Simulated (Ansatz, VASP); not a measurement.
# One calculation of TiSi16, two programs

```
CELL_PARAMETERS angstrom
0.00000 5.43000 5.43000
5.43000 0.00000 5.43000
5.43000 5.43000 0.00000
ATOMIC_POSITIONS crystal
Si 0.00730 0.99863 0.98691
Si 0.14100 0.12417 0.11040
Si 0.00816 0.99959 0.49236
Si 0.12740 0.13155 0.61392
Si 0.00719 0.50692 0.98695
Si 0.12673 0.62610 0.12078
Si 0.00316 0.50243 0.49165
Si 0.12733 0.62683 0.61396
Si 0.50457 0.00437 0.98659
Si 0.62460 0.12402 0.11048
Si 0.50015 0.99949 0.49235
Si 0.62543 0.12521 0.62404
Si 0.49930 0.50679 0.98699
Si 0.62449 0.64079 0.11054
Si 0.50008 0.50785 0.49234
Si 0.63227 0.62674 0.61401
Ti 0.75417 0.25383 0.23801
```

Alike in both runs: functional PBE; k mesh 2 × 2 × 2; occupations fermi-dirac, width 0.02 eV; no spin polarisation.

Ansatz relaxed the structure, and its values are those at the end. VASP's run is a single point on that final structure, the one shown.

|  | VASP | Ansatz |
| --- | --- | --- |
| version | VASP 6.6.1 | Ansatz 0.2.0 |
| potentials or method | VASP PAW PBE potentials, release 64 (Si, Ti_sv), cutoff 520 eV | scalar-relativistic, plane waves, PAW |
| valence electrons in the cell | 76 | 76 |

|  | VASP | Ansatz | Ansatz less VASP |
| --- | --- | --- | --- |
| rms of the force components (eV/Å) | 0.032 | 0.031 | -0.0011 |

With one functional, cell and mesh, what is left measures potentials, basis and numerics.

The k mesh is coarse, so the values compare programs but aren't converged.
